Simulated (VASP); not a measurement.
Wanted: the native input for a VASP 6.6.1 run.

```
Task                   : single point
Functional             : r2SCAN
Potentials or basis    : VASP PAW PBE potentials, release 64 (Cd, Te)
Cutoff                 : 520 eV
k mesh                 : 10 × 10 × 10
Occupations            : gaussian, width 0.05 eV
Spin                   : no spin polarisation
Dipole correction      : no
Further INCAR settings : ALGO = Normal; EDIFF = 1e-06; NBANDS = 16
```

The system is CdTe.

```
Cd Te
1.0
     0.00000    3.23441    3.23441
     3.23441    0.00000    3.23441
     3.23441    3.23441    0.00000
Cd Te
1 1
Direct
  0.00000 0.00000 0.00000
  0.25000 0.25000 0.25000
```

This cell differs from its parent crystal: volume scaled by 0.960.

The input as run:

POSCAR

```
CdTe
1.0
    0.0000000000      3.2344121629      3.2344121629
    3.2344121629      0.0000000000      3.2344121629
    3.2344121629      3.2344121629      0.0000000000
Cd Te
1 1
Direct
    0.0000000000      0.0000000000      0.0000000000
    0.2500000000      0.2500000000      0.2500000000
```

INCAR.step1

```
ALGO     = Normal         # electronic algorithm
EDIFF    = 1E-4           # SCF threshold, eV
ENCUT    = 520            # plane-wave cutoff, eV
GGA      = PE             # functional
ISMEAR   = 0              # smearing method
LASPH    = True           # aspherical terms in the spheres
LCHARG   = False          # write CHGCAR
LREAL    = False          # projectors in reciprocal space
LWAVE    = True           # write WAVECAR
NBANDS   = 16             # bands
NELM     = 80             # most SCF steps
PREC     = Accurate       # precision mode
SIGMA    = 0.05           # smearing width, eV
```

INCAR.step2

```
ALGO     = Normal         # electronic algorithm
EDIFF    = 1E-6           # SCF threshold, eV
ENCUT    = 520            # plane-wave cutoff, eV
ISIF     = 2              # what is computed and relaxed
ISMEAR   = 0              # smearing method
ISTART   = 1            
LASPH    = True           # aspherical terms in the spheres
LCHARG   = False          # write CHGCAR
LMIXTAU  = True         
LREAL    = False          # projectors in reciprocal space
LWAVE    = False          # write WAVECAR
METAGGA  = R2SCAN         # meta-GGA
NBANDS   = 16             # bands
NELM     = 80             # most SCF steps
PREC     = Accurate       # precision mode
SIGMA    = 0.05           # smearing width, eV
```

KPOINTS

```
k-points
0
Gamma
  10 10 10
```

Potentials or basis: VASP PAW PBE potentials, release 64 (Cd, Te).

Launch:

```console
$ cat potpaw_PBE.64/Cd/POTCAR potpaw_PBE.64/Te/POTCAR > POTCAR
$ cp INCAR.step1 INCAR
$ mpirun -np 1 vasp_std > vasp.out
$ cp INCAR.step2 INCAR
$ mpirun -np 1 vasp_std > vasp.out
```

Results of the run:

```json
{"Pressure": "1.9 GPa", "Band gap on the k mesh": "1.29 eV, direct"}
```

Caveat: the PAW data sets were made with another functional, which shifts forces and pressure a little; spin-orbit coupling is left out, which moves the levels of the heavy elements.

Run time: 6.2 min on 1 thread of AMD EPYC 7R43 64-Core Processor (Zen 3), on a shared host, peak memory 0.2 GiB.
